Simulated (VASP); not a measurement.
W: single point with PBEsol

The system is W.

```
W
1.0
    -2.53249    2.53249    1.32981
     2.53249   -2.53249    1.32981
     2.53249    2.53249   -1.32981
W
2
Direct
  0.00000 0.00000 0.00000
  0.75000 0.25000 0.50000
```

| Quantity | Value |
| --- | --- |
| Program | VASP 6.6.1 |
| Task | single point |
| Functional | PBEsol |
| Potentials or basis | VASP PAW PBE potentials, release 64 (W_sv) |
| Cutoff | 520 eV |
| k mesh | 24 × 24 × 24 |
| Occupations | gaussian, width 0.1 eV |
| Spin | no spin polarisation |

```
Pressure               : 0.8 GPa
Band gap on the k mesh : zero (bands 14 and 15 overlap by 3.37 eV)
```

Levels at points of the mesh, in eV from the Fermi level:
| k point | band 12 | band 13 | band 14 | band 15 | band 16 | band 17 |
| --- | --- | --- | --- | --- | --- | --- |
| (0.00, 0.00, 0.00) | -3.78 | -2.71 | 2.27 | 2.27 | 2.32 | 2.32 |
| (0.50, 0.00, 0.00) | -2.61 | -0.46 | -0.32 | -0.14 | 2.00 | 3.09 |
| (0.50, 0.50, 0.00) | -3.06 | -1.27 | -1.27 | 0.40 | 0.40 | 3.36 |
| (0.50, 0.50, 0.50) | -2.59 | -0.64 | -0.64 | 1.10 | 1.10 | 2.87 |

Run time: 16 min on 1 thread of Oxide Virtual Turin-like Processor, on a shared host, peak memory 0.61 GiB.

Caveat: the PAW data sets were made with another functional, which shifts forces and pressure a little; spin-orbit coupling is left out, which moves the levels of the heavy elements.
